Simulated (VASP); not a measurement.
Here is a VASP 6.6.1 calculation.

INCAR

```
SYSTEM = Se
  PREC = Accurate
  ENCUT = 520
  EDIFF = 1E-6
  ISMEAR = 0
  SIGMA = 0.05
  LREAL = .False.
  LASPH = .True.
  NELM = 80
  ALGO = Normal
  ISIF = 2
  LWAVE = .False.
  LCHARG = .False.
  GGA = PE
  NBANDS = 27
```

KPOINTS

```
Automatic mesh
0
Gamma
  6 6 6
  0 0 0
```

The input POSCAR:

```
Se
1.0
    0.0000000000      0.0000000001      4.4289999999
   -5.6810000000     -3.2799268793     -1.4763333333
    5.6810000000     -3.2799268793     -1.4763333333
Se
6
Direct
    0.9181800000      0.6375200000      0.7556700000
    0.1625100000      0.2443300000      0.8818500000
    0.3172329457      0.1315964880      0.3743245323
    0.0818200000      0.3624800000      0.2443300000
    0.8374900000      0.7556700000      0.1181500000
    0.7193400000      0.8818500000      0.6375200000
```

Potentials or basis: VASP PAW PBE potentials, release 64 (Se).

Launch:

```console
$ cat potpaw_PBE.64/Se/POTCAR > POTCAR
$ mpirun -np 1 vasp_std > vasp.out
```

Question: Estimate the pressure.

Answer: 1.6 GPa.

Question: Estimate the band gap on the k mesh.

Answer: 1.13 eV (least direct gap 1.34 eV).

Question: Estimate the largest force.

Answer: 0.625 eV/Å.

Stress tensor (GPa, compression positive):
```
 2.01 -0.34 -0.02
-0.34  1.23  0.78
-0.02  0.78  1.60
```

Caveat: this functional lacks dispersion, which holds the molecules together, so the pressure and a relaxed volume are unreliable. A k mesh can miss the band edges.
